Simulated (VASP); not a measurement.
Here is a VASP 6.6.1 calculation.

INCAR

```
ALGO = Normal
EDIFF = 1E-8
ENCUT = 600
GGA = PS
GGA_COMPAT = False
IBRION = 8
ISIF = 2
ISMEAR = 0
KPAR = 4
LASPH = True
LCHARG = False
LREAL = False
LWAVE = False
NBANDS = 35
NELM = 120
NSW = 1
PREC = Accurate
SIGMA = 0.05
```

The input KPOINTS:

```
k-points
0
Gamma
  6 6 8
```

File POSCAR:

```
ZnF2
1.0
    4.7177756171      0.0000000000      0.0000000000
    0.0000000000      4.7177756171      0.0000000000
    0.0000000000      0.0000000000      3.1284470562
Zn F
2 4
Direct
    0.0000000000      0.0000000000      0.0000000000
    0.5000000000      0.5000000000      0.5000000000
    0.3038554922      0.3038554922      0.0000000000
    0.1961445078      0.8038554922      0.5000000000
    0.6961445078      0.6961445078      0.0000000000
    0.8038554922      0.1961445078      0.5000000000
```

Potentials or basis: VASP PAW PBE potentials, release 64 (Zn, F).

Run with:

```sh
$ cat potpaw_PBE.64/Zn/POTCAR potpaw_PBE.64/F/POTCAR > POTCAR
$ mpirun -np 4 vasp_std > vasp.out
```

(1) Estimate the highest phonon frequency at Γ, LO-TO splitting left out.

Results:

(1) 509 cm⁻¹.
